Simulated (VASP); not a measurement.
# Si (a cell with a defect) in VASP: notebook

Runs on Si (a cell with a defect). Level: LDA. Tasks: single point.

Program: VASP 6.6.1. These are calculated values, not measurements. Logs are shortened: lines on timing, memory, paths and dates and some standing lists are left out, and cuts for length are marked.

## Step 1: The cell of the first run

The cell holds a defect, 63 atoms: a = 10.860 Å, b = 10.860 Å, c = 10.860 Å, α = 90.00°, β = 90.00°, γ = 90.00°.

## Step 2: Single point, LDA

The input, INCAR:

```
PREC = Accurate
ENCUT = 520
EDIFF = 1E-7
ISMEAR = 0
SIGMA = 0.05
LREAL = Auto
LASPH = True
NELM = 100
ALGO = Normal
ISIF = 2
LWAVE = False
LCHARG = True
LELF = True
LVHAR = True
NBANDS = 163
```

The input, KPOINTS:

```
Automatic mesh
0
Gamma
  1 1 1
```

The input, POSCAR:

```
Si
1.0
   10.8600000000      0.0000000000      0.0000000000
    0.0000000000     10.8600000000      0.0000000000
    0.0000000000      0.0000000000     10.8600000000
Si
63
Direct
    0.4998319535      0.0001699222      0.0004959213
    0.6252402183      0.1251633038      0.1254504440
    0.7498335861      0.2496576819      0.0003576333
    0.8765753344      0.3753919026      0.1259206395
    0.7503939895      0.0000924129      0.2507395033
    0.8749981403      0.1248469733      0.3753572715
    0.0006753134     -0.0002098083      0.0007611222
    0.1250038001      0.1247747011      0.1256161268
    0.2505365829      0.2494796337      0.0003473606
    0.3755999570      0.3749805228      0.1251245973
    0.5005477579      0.4997734950      0.0008135328
    0.6261068080      0.6266235121      0.1265242562
    0.7506795744      0.7494375854      0.0001834634
    0.8738367494      0.8739387297      0.1261491866
    0.2496294091     -0.0009398487      0.2497270918
    0.3751020904      0.1246984413      0.3747850177
    0.5006347251      0.2504528315      0.2500360384
    0.6258757589      0.3757241960      0.3777535830
    0.7482061217      0.4975997982      0.2488275809
    0.5007090489     -0.0002620502      0.5007941830
    0.6252868312      0.1247004611      0.6252701517
    0.7508113115      0.2492279990      0.5002580957
    0.8737416034      0.3762643678      0.6237525406
    0.7495436946     -0.0010118989      0.7497736690
    0.8753092633      0.1246998351      0.8747029458
   -0.0004294739      0.5003635875      0.0001213789
    0.1240457385      0.6232112498      0.1266049054
    0.2496963072      0.7498597584      0.0007176273
    0.3747483277      0.8743355322      0.1250778456
   -0.0001712577      0.2496237013      0.2510426375
    0.1235446957      0.3765144531      0.3743263195
    0.2505710347      0.4998512903      0.2507625882
    0.3749595533      0.6248579199      0.3753372417
    0.4996561197      0.7497361328      0.2510359042
    0.6267724855      0.8732858443      0.3742015365
   -0.0004077562      0.0006620492      0.5002548519
    0.1249687484      0.1251326098      0.6253752590
    0.2495303762      0.2499139382      0.5006475665
    0.3746298590      0.3746693845      0.6247573626
    0.4992537020      0.5004892695      0.5002749998
    0.6264455162      0.6231600922      0.6242139956
    0.7500740987      0.7493640113      0.5007299097
    0.8767441473      0.8731950521      0.6237218220
    0.2504492202     -0.0001469796      0.7505890735
    0.3751755218      0.1248174068      0.8753892106
    0.4998841321      0.2498596984      0.7506525038
    0.6251475953      0.3748776224      0.8760930050
    0.7504051196      0.4998411093      0.7511562482
    0.8749402878      0.6248547911      0.8755133318
    0.0015320221      0.7513696130      0.2497486190
    0.1242858266      0.8740504238      0.3776245656
   -0.0001006814      0.5007353756      0.5004681887
    0.1238910715      0.6265538238      0.6242636580
    0.2509049637      0.7493716087      0.5002796318
    0.3756580963      0.8747494668      0.6248638777
    0.0008164356      0.2507499585      0.7500535026
    0.1249676871      0.3750721009      0.8757717176
    0.2495156682      0.4989676726      0.7498765800
    0.3750513518      0.6246763178      0.8749358575
    0.5007697112      0.7506324453      0.7501401595
    0.6253437707      0.8747591421      0.8756990319
   -0.0000908817      0.7497122580      0.7513006103
    0.1251090363      0.8747891678      0.8760472186
```

Potentials or basis: VASP PAW LDA potentials, release 64 (Si).

Run with:

```
$ cat potpaw_LDA.64/Si/POTCAR > POTCAR
$ mpirun -np 1 vasp_gam > vasp.out
```

OUTCAR:

```text
PREC = Accurate
   ENCUT = 520
   EDIFF = 1E-7
   ISMEAR = 0
   LREAL = Auto
   LASPH = True
   NELM = 100
   ISIF = 2

 ion  position               nearest neighbor table
   1  0.500  0.000  0.000-  45 2.35   2 2.35  29 2.35  61 2.36
   2  0.625  0.125  0.125-   3 2.35  17 2.35   1 2.35   5 2.35
   3  0.750  0.250  0.000-  47 2.35   2 2.35  25 2.36   4 2.37
   4  0.877  0.375  0.126-  19 2.34  26 2.34  30 2.35   3 2.37
   5  0.750  0.000  0.251-  35 2.34   6 2.34  14 2.35   2 2.35
   6  0.875  0.125  0.375-  22 2.34  36 2.34  30 2.34   5 2.34
[... 10 lines left out ...]
  17  0.501  0.250  0.250-  10 2.35   2 2.35  16 2.36  18 2.37
[... 32 lines left out ...]
  50  0.002  0.751  0.250-  51 2.34  27 2.34  14 2.34
  51  0.124  0.874  0.378-  50 2.34  36 2.34  54 2.34  15 2.37
  52  1.000  0.501  0.500-  53 2.34  23 2.34  31 2.35
  53  0.124  0.627  0.624-  52 2.34  54 2.34  62 2.35  58 2.38
  54  0.251  0.749  0.500-  33 2.34  53 2.34  51 2.34  55 2.35
  55  0.376  0.875  0.625-  20 2.35  60 2.35  54 2.35  44 2.36
  56  0.001  0.251  0.750-  57 2.35  37 2.35  25 2.36  23 2.38
  57  0.125  0.375  0.876-  56 2.35  58 2.35  26 2.35   9 2.36
  58  0.250  0.499  0.750-  57 2.35  39 2.35  59 2.36  53 2.38
  59  0.375  0.625  0.875-  11 2.36  58 2.36  28 2.36  60 2.36
  60  0.501  0.751  0.750-  61 2.35  55 2.35  59 2.36  41 2.38
  61  0.625  0.875  0.876-  60 2.35  24 2.35  13 2.35   1 2.36
  62  1.000  0.750  0.751-  49 2.35  53 2.35  43 2.35  63 2.35
  63  0.125  0.875  0.876-   7 2.35  28 2.35  62 2.35  44 2.36

  LATTYP: Found a simple cubic cell.
 ALAT       =    10.8600000000

  Lattice vectors:

 A1 = (  10.8600000000,   0.0000000000,   0.0000000000)
 A2 = (   0.0000000000,  10.8600000000,   0.0000000000)
 A3 = (   0.0000000000,   0.0000000000,  10.8600000000)

Analysis of symmetry for initial positions (statically):
=====================================================================
 Subroutine PRICEL returns:
 Original cell was already a primitive cell.

 Routine SETGRP: Setting up the symmetry group for a
 simple cubic supercell.

 Subroutine GETGRP returns: Found  1 space group operations
 (whereof  1 operations were pure point group operations)
 out of a pool of 48 trial point group operations.

The static configuration has the point symmetry C_1 .

Analysis of symmetry for dynamics (positions and initial velocities):
=====================================================================
 Subroutine PRICEL returns:
 Original cell was already a primitive cell.

 Routine SETGRP: Setting up the symmetry group for a
 simple cubic supercell.

 Subroutine GETGRP returns: Found  1 space group operations
 (whereof  1 operations were pure point group operations)
 out of a pool of 48 trial point group operations.

[... 208 lines left out ...]
   PSTRESS=    0.0 pullay stress
   NELECT =     252.0000    total number of electrons
   NUPDOWN=      -1.0000    fix difference up-down
   EMIN   =  10.00;   EMAX   =-10.00  energy-range for DOS
   EFERMI =   0.00;   METHOD = LEGACY
   ISMEAR =     0;   SIGMA  =   0.05  broadening in eV -4-tet -1-fermi 0-gaus
   EFERMI_NEDOS =   21; number of points for ismear=-14 and -15
   IALGO  =     38    algorithm
   IMIX   =      4    mixing-type and parameters
     AMIX     =   0.40;   BMIX     =  1.00
     AMIX_MAG =   1.60;   BMIX_MAG =  1.00
  volume/ion in A,a.u.               =      20.33       137.20
  Fermi-wavevector in a.u.,A,eV,Ry     =   0.952164  1.799329 12.335269  0.906617
  Thomas-Fermi vector in A             =   2.080702
   LORBIT       =      0    0 simple, 1 ext, 2 COOP (PROOUT), +10 PAW based schemes
   GGA     = CA    functional components
   LHFCALC =     F    Hartree Fock is set to
   AEXX    =    0.0000 exact exchange contribution
   IVDW    =     0    specifies the selected vdW correction
   LEPSILON=     F    determine dielectric tensor
   LRPA    =     F    only Hartree local field effects (RPA)
 non-spin polarized calculation
 Gauss-broadening in eV      SIGMA  =   0.05
  energy-cutoff  :      520.00
  volume of cell :     1280.82
 maximum number of plane-waves:     17229
 NGX is ok and might be reduce to    84
   NGX = 41   NGY = 41   NGZ = 41

 number of electron     251.9999976 magnetization

 Free energy of the ion-electron system (eV)
  ---------------------------------------------------
  ext. energy  EPLUGINS =         0.00000000
  ---------------------------------------------------
  free energy    TOTEN  =      -365.30203324 eV

  energy without entropy =     -365.22366427  energy(sigma->0) =     -365.26284876

 E-fermi :   6.1946     XC(G=0):  -9.5370

 val. band max:        5.3466999847   @ k =   0.0000   0.0000   0.0000
 cond. band min:       6.2055522999   @ k =   0.0000   0.0000   0.0000
 fundamental gap:      0.8588523152
 Fermi energy:         6.1946493998

 k-point     1 :       0.0000    0.0000    0.0000
  band No.  band energies     occupation
      1      -6.2880      2.00000
      2      -5.2426      2.00000
      3      -5.2417      2.00000
      4      -5.2339      2.00000
      5      -5.2308      2.00000
      6      -5.2305      2.00000
[... 130 lines left out ...]
    137       6.7432      0.00000
    138       6.8417      0.00000
 [bands above 138 left out]

------------------------ aborting loop because EDIFF is reached ----------------------------------------

  FORCE on cell =-STRESS in cart. coord.  units (eV):
  Direction    XX          YY          ZZ          XY          YZ          ZX
  --------------------------------------------------------------------------------------
  -------------------------------------------------------------------------------------
  Total       -9.9134584     -9.8712991     -9.8035610      0.9567258      0.1773114      0.1313752
  in kB      -12.4007027    -12.3479658    -12.2632325      1.1967643      0.2217981      0.1643366
  external PRESSURE =     -12.3373004 kB  Pullay stress =       0.0000000 kB

 VOLUME and BASIS-vectors are now :
 -----------------------------------------------------------------------------
  energy-cutoff  :      520.00
  volume of cell :     1280.82
      direct lattice vectors                 reciprocal lattice vectors
    10.860000000  0.000000000  0.000000000     0.092081031  0.000000000  0.000000000
     0.000000000 10.860000000  0.000000000     0.000000000  0.092081031  0.000000000
     0.000000000  0.000000000 10.860000000     0.000000000  0.000000000  0.092081031

 POSITION                                       TOTAL-FORCE (eV/Angst)
 -----------------------------------------------------------------------------------
      5.42818      0.00185      0.00539        -0.003586      0.000796     -0.007630
      6.79011      1.35927      1.36239         0.006095     -0.010342      0.011060
      8.14319      2.71128      0.00388        -0.015586      0.003709      0.015363
      9.51961      4.07676      1.36750         0.004762     -0.006666     -0.002108
      8.14928      0.00100      2.72303         0.000631      0.002380     -0.005921
      9.50248      1.35584      4.07638         0.008454     -0.000582     -0.009887
[... 55 lines left out ...]
     10.85901      8.14188      8.15912         0.000472     -0.000693     -0.017837
      1.35868      9.50021      9.51387         0.005018     -0.000661     -0.002754
 -----------------------------------------------------------------------------------
    total drift:                               -0.007999      0.013829      0.019467

  FREE ENERGIE OF THE ION-ELECTRON SYSTEM (eV)
  ---------------------------------------------------
  free  energy   TOTEN  =      -365.3020332436 eV

  energy  without entropy=     -365.2236642671  energy(sigma->0) =     -365.26284876
```

Run time: 7.4 min. Hardware: 1 thread of Intel Xeon Platinum 8488C (Sapphire Rapids), shared host; peak memory 0.69 GiB.

Results:

```yaml
Free_energy: -365.3020 eV
Pressure: -1.2 GPa
Largest_force: 0.037 eV/Å
```

Forces in eV/Å, atoms in the order of the input:
```
Si  -0.004  0.001 -0.008
Si   0.006 -0.010  0.011
Si  -0.016  0.004  0.015
Si   0.005 -0.007 -0.002
Si   0.001  0.002 -0.006
Si   0.008 -0.001 -0.010
Si   0.006  0.005 -0.002
Si  -0.001  0.004  0.004
Si  -0.005  0.004  0.000
Si  -0.014  0.001  0.019
Si  -0.001 -0.006  0.000
Si  -0.012  0.001 -0.007
Si  -0.003  0.004  0.003
Si  -0.004  0.000  0.006
Si  -0.004 -0.002 -0.012
Si  -0.004  0.002  0.009
Si   0.011  0.008 -0.017
Si  -0.008 -0.014 -0.005
Si   0.022  0.022  0.014
Si   0.006 -0.013 -0.006
Si   0.005  0.011  0.000
Si  -0.024  0.003  0.003
Si   0.003  0.003  0.025
Si  -0.006 -0.007 -0.010
Si  -0.008 -0.005  0.010
Si  -0.002  0.006  0.011
Si  -0.001  0.001 -0.004
Si  -0.001  0.002 -0.003
Si   0.015  0.009  0.018
Si   0.003 -0.001 -0.009
Si   0.009 -0.012 -0.003
Si  -0.002 -0.003 -0.003
Si   0.006 -0.001 -0.005
Si   0.002  0.000 -0.011
Si  -0.021  0.012  0.004
Si   0.007 -0.008  0.004
Si  -0.001 -0.004 -0.004
Si  -0.002  0.005 -0.001
Si   0.010  0.009  0.015
Si   0.012 -0.008  0.004
Si  -0.020 -0.006  0.022
Si   0.026 -0.009 -0.025
Si   0.001  0.014  0.026
Si  -0.010 -0.009  0.000
Si   0.000 -0.003 -0.010
Si   0.007  0.002  0.002
Si   0.004  0.000 -0.008
Si  -0.008 -0.004 -0.022
Si   0.015 -0.001 -0.005
Si  -0.021 -0.021  0.006
Si   0.007  0.006  0.002
Si  -0.018  0.008 -0.017
Si   0.009  0.006  0.015
Si  -0.016  0.005  0.000
Si  -0.002  0.001  0.014
Si   0.012 -0.001 -0.017
Si   0.007  0.000 -0.001
Si  -0.008 -0.013 -0.008
Si   0.005  0.006  0.007
Si   0.009  0.004 -0.012
Si   0.001 -0.003  0.005
Si   0.000 -0.001 -0.018
Si   0.005 -0.001 -0.003
```

Stress tensor (GPa, compression positive):
```
-1.24  0.12  0.02
 0.12 -1.23  0.02
 0.02  0.02 -1.23
```

Levels at points of the mesh, in eV from the Fermi level:
```
           k point  band 123  band 124  band 125  band 126  band 127  band 128
(0.00, 0.00, 0.00)     -0.85     -0.85     -0.85      0.01      0.01      0.02
```

Caveat: the k points lie up to 0.58 Å⁻¹ apart.

## Step 3: Single point, LDA

The input, INCAR:

```
ALGO = Normal ; EDIFF = 1E-7
ENCUT = 520 ; ISIF = 2
ISMEAR = 0 ; LASPH = T
LCHARG = F ; LREAL = Auto
LWAVE = F ; NBANDS = 163
NELM = 60 ; PREC = Accurate
SIGMA = 0.05
```

The input, KPOINTS:

```
k-points
0
Gamma
  1 1 1
```

The input, POSCAR:

```
Si
1.0
   10.8600000000      0.0000000000      0.0000000000
    0.0000000000     10.8600000000      0.0000000000
    0.0000000000      0.0000000000     10.8600000000
Si
63
Direct
    0.5001400860     -0.0001400860      0.0001800870
    0.6245129308      0.1244664371      0.1255335629
    0.7500000000      0.2500000000      0.0000000000
    0.8754870692      0.3755335629      0.1255335629
    0.7514045193     -0.0013414724      0.2513414724
    0.8746789998      0.1254018855      0.3753210002
   -0.0001400860     -0.0001400860     -0.0001800870
    0.1251999506      0.1251999506      0.1248000494
    0.2500000000      0.2500000000      0.0000000000
    0.3748000494      0.3748000494      0.1248000494
    0.5001400860      0.5001400860     -0.0001800870
    0.6253210002      0.6253210002      0.1245981145
    0.7500000000      0.7500000000      0.0000000000
    0.8746789998      0.8746789998      0.1245981145
    0.2501800870     -0.0001400860      0.2501400860
    0.3755335629      0.1244664371      0.3745129308
    0.5001400860      0.2498199130      0.2501400860
    0.6253210002      0.3745981145      0.3753210002
    0.7485954807      0.5013414724      0.2513414724
    0.5013414724     -0.0013414724      0.5014045193
    0.6253210002      0.1254018855      0.6246789998
    0.7500000000      0.2500000000      0.5000000000
    0.8746789998      0.3745981145      0.6246789998
    0.7485954807     -0.0013414724      0.7486585276
    0.8754870692      0.1244664371      0.8744664371
   -0.0001400860      0.5001400860      0.0001800870
    0.1244664371      0.6245129308      0.1255335629
    0.2500000000      0.7500000000      0.0000000000
    0.3755335629      0.8754870692      0.1255335629
   -0.0001400860      0.2501800870      0.2501400860
    0.1244664371      0.3755335629      0.3745129308
    0.2498199130      0.5001400860      0.2501400860
    0.3745981145      0.6253210002      0.3753210002
    0.5013414724      0.7485954807      0.2513414724
    0.6257385541      0.8742614459      0.3757385541
   -0.0013414724     -0.0013414724      0.4985954807
    0.1244664371      0.1244664371      0.6254870692
    0.2500000000      0.2500000000      0.5000000000
    0.3755335629      0.3755335629      0.6254870692
    0.5013414724      0.5013414724      0.4985954807
    0.6257385541      0.6257385541      0.6242614459
    0.8742614459      0.6257385541      0.3757385541
    0.8742614459      0.8742614459      0.6242614459
    0.2498199130     -0.0001400860      0.7498599140
    0.3748000494      0.1251999506      0.8751999506
    0.5001400860      0.2501800870      0.7498599140
    0.6245129308      0.3755335629      0.8744664371
    0.7514045193      0.5013414724      0.7486585276
    0.8746789998      0.6253210002      0.8754018855
   -0.0013414724      0.7514045193      0.2513414724
    0.1254018855      0.8746789998      0.3753210002
   -0.0013414724      0.5013414724      0.5014045193
    0.1254018855      0.6253210002      0.6246789998
    0.2500000000      0.7500000000      0.5000000000
    0.3745981145      0.8746789998      0.6246789998
   -0.0001400860      0.2498199130      0.7498599140
    0.1251999506      0.3748000494      0.8751999506
    0.2501800870      0.5001400860      0.7498599140
    0.3755335629      0.6245129308      0.8744664371
    0.5013414724      0.7514045193      0.7486585276
    0.6253210002      0.8746789998      0.8754018855
   -0.0013414724      0.7485954807      0.7486585276
    0.1244664371      0.8754870692      0.8744664371
```

Potentials or basis: VASP PAW LDA potentials, release 64 (Si).

Run with:

```
$ cat potpaw_LDA.64/Si/POTCAR > POTCAR
$ mpirun -np 1 vasp_gam > vasp.out
```

Wall time 6.8 min (1 thread of Intel Xeon Platinum 8488C (Sapphire Rapids), shared host); peak memory 0.68 GiB.

It converged, with:

```
Free energy            : -365.3031 eV
Pressure               : -1.3 GPa
Largest force          : 0.010 eV/Å
Band gap on the k mesh : zero (filled and empty bands touch)
```

Forces in eV/Å, atoms in the order of the input:
```
Si   0.005 -0.005  0.008
Si  -0.004  0.004 -0.004
Si   0.000  0.000  0.000
Si   0.004 -0.004 -0.004
Si   0.003 -0.002  0.002
Si   0.001 -0.005 -0.001
Si  -0.005 -0.005 -0.008
Si  -0.003 -0.003  0.003
Si   0.000  0.000  0.000
Si   0.003  0.003  0.003
Si   0.005  0.005 -0.008
Si  -0.001 -0.001  0.005
Si   0.000  0.000  0.000
Si   0.001  0.001  0.005
Si   0.008 -0.005  0.005
Si  -0.004  0.004 -0.004
Si   0.005 -0.008  0.005
Si  -0.001  0.005 -0.001
Si  -0.003  0.002  0.002
Si   0.002 -0.002  0.003
Si  -0.001 -0.005  0.001
Si   0.000  0.000  0.000
Si   0.001  0.005  0.001
Si  -0.003 -0.002 -0.002
Si   0.004  0.004  0.004
Si  -0.005  0.005  0.008
Si   0.004 -0.004 -0.004
Si   0.000  0.000  0.000
Si  -0.004  0.004 -0.004
Si  -0.005  0.008  0.005
Si   0.004 -0.004 -0.004
Si  -0.008  0.005  0.005
Si   0.005 -0.001 -0.001
Si   0.002 -0.003  0.002
Si  -0.003  0.003 -0.003
Si  -0.002 -0.002 -0.003
Si   0.004  0.004  0.004
Si   0.000  0.000  0.000
Si  -0.004 -0.004  0.004
Si   0.002  0.002 -0.003
Si  -0.003 -0.003  0.003
Si   0.003 -0.003 -0.003
Si   0.003  0.003  0.003
Si  -0.008 -0.005 -0.005
Si   0.003 -0.003 -0.003
Si   0.005  0.008 -0.005
Si  -0.004 -0.004  0.004
Si   0.003  0.002 -0.002
Si   0.001 -0.001 -0.005
Si  -0.002  0.003  0.002
Si  -0.005  0.001 -0.001
Si  -0.002  0.002  0.003
Si  -0.005 -0.001  0.001
Si   0.000  0.000  0.000
Si   0.005  0.001  0.001
Si  -0.005 -0.008 -0.005
Si  -0.003  0.003 -0.003
Si   0.008  0.005 -0.005
Si  -0.004 -0.004  0.004
Si   0.002  0.003 -0.002
Si  -0.001  0.001 -0.005
Si  -0.002 -0.003 -0.002
Si   0.004  0.004  0.004
```

Levels at points of the mesh, in eV from the Fermi level:
```csv
k point,band 121,band 122,band 123,band 124,band 125,band 126,band 127,band 128,band 129,band 130
"(0.00, 0.00, 0.00)",-1.74,-1.74,-0.84,-0.84,-0.84,0.02,0.02,0.02,0.09,0.09
```

Caveat: the k points lie up to 0.58 Å⁻¹ apart.

(Continued in part 2 of 2.)
